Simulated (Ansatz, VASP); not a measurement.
# MgS: VASP beside Ansatz

```
Mg S
1.0
     0.00000    2.82577    2.82577
     2.82577    0.00000    2.82577
     2.82577    2.82577    0.00000
Mg S
1 1
Direct
  0.00000 0.00000 0.00000
  0.25000 0.25000 0.25000
```

Alike in both runs: task single point; functional PBEsol; k mesh 8 × 8 × 8; occupations gaussian, width 0.02 eV; no spin polarisation.

|  | VASP | Ansatz |
| --- | --- | --- |
| version | VASP 6.6.1 | Ansatz 0.2.0 |
| potentials or method | VASP PAW PBE potentials, release 64 (Mg, S), cutoff 600 eV | scalar-relativistic, plane waves, PAW |
| valence electrons in the cell | 8 | 16 |

Ansatz gave:

| Property | Result |
| --- | --- |
| gap on the k mesh at the Fermi level (eV) | 3.32 |
| least direct gap on the mesh (eV) | 3.32 |
| pressure (GPa) | 0.0 |

Q: Which values does VASP return?

A: gap on the k mesh at the Fermi level (eV): 3.32; least direct gap on the mesh (eV): 3.32; pressure (GPa): -0.1.

VASP's potentials were made for PBE, not for PBEsol, and Ansatz warns of the same on its side. VASP's potentials hold 8 valence electrons a cell and Ansatz's 16, so a difference there can come from the potentials and not from the codes.
